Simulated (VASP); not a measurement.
# BN (P6_3/mmc) in VASP: a series of runs, part 3 of 3

VASP 6.6.1. The steps go on from the part before.

## (6) Relaxation of cell and atoms, r2SCAN, target pressure 4 GPa, at which the enthalpy is minimised

This run uses another cell than the first one, of 9.31 Å³/atom.

File POSCAR:

```
BN
1.0
    2.5009401976      0.0000000000      0.0000000000
   -1.2504700988      2.1658777445      0.0000000000
    0.0000000000      0.0000000000      6.8720656452
B N
2 2
Direct
    0.3333333333      0.6666666667      0.2500000000
    0.6666666667      0.3333333333      0.7500000000
    0.3333333333      0.6666666667      0.7500000000
    0.6666666667      0.3333333333      0.2500000000
```

File INCAR.step1:

```
SYSTEM = BN
ALGO = Normal ; EDIFF = 1E-4
ENCUT = 600 ; GGA = PE
ISMEAR = 0 ; LASPH = .True.
LCHARG = .False. ; LREAL = .False.
LWAVE = .True. ; NELM = 100
PREC = Accurate ; SIGMA = 0.01
```

File INCAR.step2:

```
SYSTEM = BN
ALGO = Normal ; EDIFF = 1E-7
EDIFFG = -0.002 ; ENCUT = 600
IBRION = 2 ; ISIF = 3
ISMEAR = 0 ; ISTART = 1
LASPH = .True. ; LCHARG = .False.
LMIXTAU = .True. ; LREAL = .False.
LWAVE = .False. ; METAGGA = R2SCAN
NELM = 100 ; NSW = 100
PREC = Accurate ; PSTRESS = 40.0
SIGMA = 0.01
```

File KPOINTS:

```
k-points
0
Gamma
  10 10 4
  0 0 0
```

Potentials or basis: VASP PAW PBE potentials, release 64 (B, N).

Launch:

```
$ cat potpaw_PBE.64/B/POTCAR potpaw_PBE.64/N/POTCAR > POTCAR
$ cp INCAR.step1 INCAR
$ mpirun -np 1 vasp_std > vasp.out
$ cp INCAR.step2 INCAR
$ mpirun -np 1 vasp_std > vasp.out
```

OUTCAR:

```text
SYSTEM = BN
   EDIFF = 1E-7
   EDIFFG = -0.002
   ENCUT = 600
   IBRION = 2
   ISIF = 3
   ISMEAR = 0
   ISTART = 1
   LASPH = .True.
   LREAL = .False.
   METAGGA = R2SCAN
   NELM = 100
   NSW = 100
   PREC = Accurate
   PSTRESS = 40.0

 ion  position               nearest neighbor table
   1  0.333  0.667  0.250-   4 1.44   4 1.44   4 1.44
   2  0.667  0.333  0.750-   3 1.44   3 1.44   3 1.44
   3  0.333  0.667  0.750-   2 1.44   2 1.44   2 1.44
   4  0.667  0.333  0.250-   1 1.44   1 1.44   1 1.44

  LATTYP: Found a hexagonal cell.
 ALAT       =     2.5009401976
 C/A-ratio  =     2.7477928708

  Lattice vectors:

 A1 = (   2.5009401976,   0.0000000000,   0.0000000000)
 A2 = (  -1.2504700988,   2.1658777445,   0.0000000000)
 A3 = (   0.0000000000,   0.0000000000,   6.8720656452)

Analysis of symmetry for initial positions (statically):
=====================================================================
 Subroutine PRICEL returns:
 Original cell was already a primitive cell.

 Routine SETGRP: Setting up the symmetry group for a
 hexagonal supercell.

 Subroutine GETGRP returns: Found 24 space group operations
 (whereof 12 operations were pure point group operations)
 out of a pool of 24 trial point group operations.

[... 290 lines left out ...]
--------------------------------------- Ionic step        8  -------------------------------------------

 number of electron      15.9999997 magnetization

------------------------ aborting loop because EDIFF is reached ----------------------------------------
[... 75 lines left out ...]
--------------------------------------- Ionic step       10  -------------------------------------------

 number of electron      15.9999997 magnetization

 Free energy of the ion-electron system (eV)
  ---------------------------------------------------
  ext. energy  EPLUGINS =         0.00000000
  ---------------------------------------------------
  free energy    TOTEN  =       -38.56257968 eV

  energy without entropy =      -38.56257968  energy(sigma->0) =      -38.56257968

 E-fermi :   2.8190     XC(G=0): -11.2240

 val. band max:        2.7161647497   @ k =   0.3000   0.3000   0.0000
 cond. band min:       7.4670215891   @ k =   0.5000   0.0000   0.0000
 fundamental gap:      4.7508568394
 Fermi energy:         2.8190200203

 k-point     1 :       0.0000    0.0000    0.0000
  band No.  band energies     occupation
      1     -16.3141      2.00000
      2     -15.8359      2.00000
      3      -4.1199      2.00000
      4      -1.1368      2.00000
      5       1.2919      2.00000
      6       1.2919      2.00000
      7       1.3665      2.00000
      8       1.3665      2.00000
      9       8.8583      0.00000
     10      14.7009      0.00000
     11      14.9832      0.00000
     12      14.9832      0.00000
[... 331 lines left out ...]
 k-point    24 :       0.4000    0.1000    0.2500
  band No.  band energies     occupation
      1     -12.9670      2.00000
      2     -12.8429      2.00000
      3      -6.3395      2.00000
      4      -6.2465      2.00000
      5      -2.1981      2.00000
      6      -2.1029      2.00000
      7       1.0455      2.00000
      8       2.1811      2.00000
      9       7.9211      0.00000
     10       9.1092      0.00000
     11      13.9893      0.00000
     12      14.2872      0.00000

 [... further k-points ...]
[... 5 lines left out ...]
  --------------------------------------------------------------------------------------
  -------------------------------------------------------------------------------------
  Total        0.8349637      0.8349637      0.8369382      0.0000000      0.0000000      0.0000000
  in kB       40.0191683     40.0191683     40.1138058      0.0000000      0.0000000      0.0000000
  external PRESSURE =       0.0507141 kB  Pullay stress =      40.0000000 kB
[... 23 lines left out ...]
  energy  without entropy=      -38.5625796789  energy(sigma->0) =      -38.56257968

  enthalpy is  TOTEN    =       -37.7280159437 eV   P V=        0.8345637352

 reached required accuracy - stopping structural energy minimisation
```

It took 6.6 min on 1 thread of Intel Xeon 6975P-C (Granite Rapids), shared host; peak memory 0.17 GiB.

Results:

| Property | Result |
| --- | --- |
| Free energy | -38.5626 eV |
| Relaxed volume | 8.36 Å³/atom |
| Relaxed cell | a = 2.494 Å, b = 2.494 Å, c = 6.203 Å, α = 90.00°, β = 90.00°, γ = 120.00° |
| Space group after relaxing (to 0.1 Å) | P6_3/mmc (No. 194) |
| Energy change on relaxing (the run minimises the enthalpy) | +9.3 meV/atom |
| Ionic steps | 10 |
| Pressure after relaxing | 4.0 GPa |
| Band gap on the k mesh | 4.75 eV (least direct gap 5.11 eV) |

The path:
| step | energy change (eV) | largest force (eV/Å) | pressure (GPa) | volume (Å³) |
| --- | --- | --- | --- | --- |
| 1 | 0.0000 | 0.0000 | 0.42 | 37.22 |
| 2 | 0.0251 | 0.0000 | 7.58 | 36.12 |
| 3 | 0.0084 | 0.0000 | 4.32 | 36.60 |
| 4 | 0.0084 | 0.0000 | 4.32 | 36.08 |
| 5 | 0.0182 | 0.0000 | 4.49 | 34.52 |
| 6 | 0.1196 | 0.0000 | 6.24 | 31.38 |
| 7 | 0.0335 | 0.0000 | 4.76 | 33.61 |
| 8 | 0.0398 | 0.0000 | 4.87 | 33.34 |
| 9 | 0.0325 | 0.0000 | 0.76 | 33.78 |
| 10 | 0.0373 | 0.0000 | 4.01 | 33.43 |

Final structure:
```xyz
4
Lattice="2.4944 0.0000 0.0000 -1.2472 2.1602 0.0000 0.0000 0.0000 6.2035" Properties=species:S:1:pos:R:3 pbc="T T T"
B     0.0000    1.4402    1.5509
B     1.2472    0.7201    4.6526
N     0.0000    1.4402    4.6526
N     1.2472    0.7201    1.5509
```

Levels at points of the mesh, in eV from the valence-band top:
| k point | band 4 | band 5 | band 6 | band 7 | band 8 | band 9 | band 10 | band 11 | band 12 |
| --- | --- | --- | --- | --- | --- | --- | --- | --- | --- |
| (0.00, 0.00, 0.00) | -3.85 | -1.42 | -1.42 | -1.35 | -1.35 | 6.14 | 11.98 | 12.27 | 12.27 |
| (0.50, 0.00, 0.00) | -9.29 | -4.41 | -4.28 | -1.78 | -0.36 | 4.75 | 6.65 | 10.35 | 10.63 |
| (0.00, 0.00, 0.50) | -5.54 | -1.39 | -1.39 | -1.39 | -1.39 | 9.05 | 9.05 | 12.38 | 12.38 |
| (0.50, 0.00, 0.50) | -9.36 | -4.34 | -4.34 | -1.01 | -1.01 | 5.29 | 5.29 | 10.73 | 10.73 |

Caveat: the cell is relaxed towards a set pressure, so the run minimises the enthalpy, not the energy; the PAW data sets were made with another functional, which shifts forces and pressure a little. A k mesh can miss the band edges.

## (7) Relaxation of cell and atoms, r2SCAN, target pressure 7 GPa, at which the enthalpy is minimised

This run uses another cell than the first one, of 9.31 Å³/atom.

POSCAR is that of step 6.

File INCAR.step1:

```
SYSTEM = BN
PREC     = Accurate       ! precision mode
ENCUT    = 600            ! plane-wave cutoff, eV
ISMEAR   = 0              ! smearing method
SIGMA    = 0.01           ! smearing width, eV
LREAL    = .FALSE.        ! projectors in reciprocal space
LASPH    = .TRUE.         ! aspherical terms in the spheres
NELM     = 60             ! most SCF steps
GGA      = PE             ! functional
ALGO     = Normal         ! electronic algorithm
EDIFF    = 1E-4           ! SCF threshold, eV
LWAVE    = .TRUE.         ! write WAVECAR
LCHARG   = .FALSE.        ! write CHGCAR
```

File INCAR.step2:

```
SYSTEM = BN
PREC     = Accurate       ! precision mode
ENCUT    = 600            ! plane-wave cutoff, eV
EDIFF    = 1E-6           ! SCF threshold, eV
ISMEAR   = 0              ! smearing method
SIGMA    = 0.01           ! smearing width, eV
LREAL    = .FALSE.        ! projectors in reciprocal space
LASPH    = .TRUE.         ! aspherical terms in the spheres
NELM     = 60             ! most SCF steps
ALGO     = Normal         ! electronic algorithm
ISIF     = 3              ! what is computed and relaxed
LWAVE    = .FALSE.        ! write WAVECAR
LCHARG   = .FALSE.        ! write CHGCAR
METAGGA  = R2SCAN         ! meta-GGA
LMIXTAU  = .TRUE.       
IBRION   = 2              ! ionic algorithm
NSW      = 100            ! ionic steps
EDIFFG   = -0.002         ! ionic threshold
PSTRESS  = 70.0         
ISTART   = 1
```

File KPOINTS:

```
regular mesh
0
G
  10 10 4
  0 0 0
```

Launch:

```
$ cat potpaw_PBE.64/B/POTCAR potpaw_PBE.64/N/POTCAR > POTCAR
$ cp INCAR.step1 INCAR
$ mpirun -np 1 vasp_std > vasp.out
$ cp INCAR.step2 INCAR
$ mpirun -np 1 vasp_std > vasp.out
```

It took 5.4 min on 1 thread of Intel Xeon 6975P-C (Granite Rapids), shared host; peak memory 0.17 GiB.

It converged, with:

- Free energy: -38.5146 eV
- Relaxed volume: 8.00 Å³/atom
- Relaxed cell: a = 2.489 Å, b = 2.489 Å, c = 5.967 Å, α = 90.00°, β = 90.00°, γ = 120.00°
- Space group after relaxing (to 0.1 Å): P6_3/mmc (No. 194)
- Energy change on relaxing (the run minimises the enthalpy): +21.3 meV/atom
- Ionic steps: 12
- Pressure after relaxing: 7.0 GPa
- Band gap on the k mesh: 4.75 eV (least direct gap 5.03 eV)

Step by step:
```tsv
step	energy change (eV)	largest force (eV/Å)	pressure (GPa)	volume (Å³)
1	0.0000	0.0000	0.42	37.22
2	0.0882	0.0000	14.73	35.20
3	0.0232	0.0000	7.27	36.19
4	0.0235	0.0000	7.25	35.27
5	0.0688	0.0000	8.01	32.47
6	0.1020	0.0000	8.57	31.66
7	0.0899	0.0000	8.37	31.92
8	0.0712	0.0000	1.95	32.54
9	0.0837	0.0000	6.99	32.05
10	0.0838	0.0000	7.02	32.05
11	0.0841	0.0000	7.01	32.04
12	0.0852	0.0000	7.02	32.02
```

Final structure:
```
B N
1.0
     2.48915    0.00000    0.00000
    -1.24457    2.15567    0.00000
     0.00000    0.00000    5.96653
B N
2 2
Direct
  0.33333 0.66667 0.25000
  0.66667 0.33333 0.75000
  0.33333 0.66667 0.75000
  0.66667 0.33333 0.25000
```

Levels at points of the mesh, in eV from the valence-band top:
| k point | band 6 | band 7 | band 8 | band 9 | band 10 | band 11 |
| --- | --- | --- | --- | --- | --- | --- |
| (0.00, 0.00, 0.00) | -1.43 | -1.32 | -1.32 | 6.55 | 12.28 | 12.28 |
| (0.50, 0.00, 0.00) | -4.26 | -1.96 | -0.28 | 4.75 | 6.94 | 10.50 |
| (0.00, 0.00, 0.50) | -1.38 | -1.38 | -1.38 | 9.68 | 9.68 | 12.42 |
| (0.50, 0.00, 0.50) | -4.35 | -1.02 | -1.02 | 5.30 | 5.30 | 10.83 |

Caveat: the cell is relaxed towards a set pressure, so the run minimises the enthalpy, not the energy; the PAW data sets were made with another functional, which shifts forces and pressure a little. A k mesh can miss the band edges.

## (8) The runs side by side

| task | cell | k mesh | cutoff (eV) | smearing | gap on the mesh (eV) | pressure (GPa) |
| --- | --- | --- | --- | --- | --- | --- |
| single point | a = 2.499, b = 2.499, c = 6.629 Å, angles 90.0, 90.0, 120.0°, 4 atoms | 10 × 10 × 4 | 520 | gaussian 0.01 eV | 4.84 | 1.4 |
| single point | a = 2.501, b = 2.501, c = 6.872 Å, angles 90.0, 90.0, 120.0°, 4 atoms | 20 × 20 × 6 | 520 | fermi-dirac 0.08 eV | 4.91 | 0.4 |
| relaxation of cell and atoms | relaxed to 1 GPa from a = 2.501, b = 2.501, c = 6.872 Å, angles 90.0, 90.0, 120.0°, 4 atoms | 10 × 10 × 4 | 600 | gaussian 0.01 eV | 4.82 | 1.0 |
| relaxation of cell and atoms | relaxed to 2 GPa from a = 2.501, b = 2.501, c = 6.872 Å, angles 90.0, 90.0, 120.0°, 4 atoms | 10 × 10 × 4 | 600 | gaussian 0.01 eV | 4.79 | 2.0 |
| relaxation of cell and atoms | relaxed to 4 GPa from a = 2.501, b = 2.501, c = 6.872 Å, angles 90.0, 90.0, 120.0°, 4 atoms | 10 × 10 × 4 | 600 | gaussian 0.01 eV | 4.75 | 4.0 |
| relaxation of cell and atoms | relaxed to 7 GPa from a = 2.501, b = 2.501, c = 6.872 Å, angles 90.0, 90.0, 120.0°, 4 atoms | 10 × 10 × 4 | 600 | gaussian 0.01 eV | 4.75 | 7.0 |

Alike in all rows: level r2SCAN; potentials or basis VASP PAW PBE potentials, release 64 (B, N); no spin polarisation.

Caveats: the PAW data sets were made with another functional, which shifts forces and pressure a little; the cell is relaxed towards a set pressure, so the run minimises the enthalpy, not the energy (at least some runs).

Absolute energies hang on the potentials; compare differences alone.
